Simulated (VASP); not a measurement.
Write the native input for VASP 6.6.1 that does the following.

```yaml
Task: single point
Functional: PBE
Potentials_or_basis: VASP PAW PBE potentials, release 64 (Hf_pv, Ta_pv)
Cutoff: 520 eV
k_mesh: 4 × 4 × 6
Occupations: gaussian, width 0.1 eV
Spin: no spin polarisation
Dipole_correction: no
Further_INCAR_settings: ALGO = Normal; EDIFF = 1e-06; NBANDS = 29
```

The structure of HfTa lies in POSCAR:

```
HfTa
1.0
    2.2063603071     -5.1890325741      0.0000000000
    2.2063603071      5.1890325741      0.0000000000
    0.0000000000      0.0000000000      3.7589842269
Hf Ta
2 2
Direct
    0.6400000000      0.3600000000      0.2500000000
    0.3600000000      0.6400000000      0.7500000000
    0.9300000000      0.0700000000      0.2500000000
    0.0700000000      0.9300000000      0.7500000000
```

These files were run (other wordings do the same):

INCAR

```
  ALGO = Normal
  EDIFF = 1E-6
  ENCUT = 520
  GGA = PE
  ISIF = 2
  ISMEAR = 0
  LASPH = T
  LCHARG = F
  LREAL = F
  LWAVE = F
  NBANDS = 29
  NELM = 100
  PREC = Accurate
  SIGMA = 0.1
```

KPOINTS

```
k-points
0
Gamma
  4 4 6
```

Potentials or basis: VASP PAW PBE potentials, release 64 (Hf_pv, Ta_pv).

Command:

```sh
$ cat potpaw_PBE.64/Hf_pv/POTCAR potpaw_PBE.64/Ta_pv/POTCAR > POTCAR
$ mpirun -np 1 vasp_std > vasp.out
```

Results of the run:

```
Pressure               : 7.5 GPa
Largest force          : 4.852 eV/Å
Band gap on the k mesh : zero (band 21 reaches 5.15 eV, above the bottom of band 22 at 4.27 eV)
```

Caveat: the k points lie up to 0.39 Å⁻¹ apart; spin-orbit coupling is left out, which moves the levels of the heavy elements; forces of over 1 eV/Å act on the atoms, so gaps and moduli don't describe the material at rest.

Run time: 60 s on 1 thread of Intel(R) Xeon(R) Platinum 8375C CPU @ 2.90GHz (Ice Lake), with other jobs on the host, peak memory 0.24 GiB.
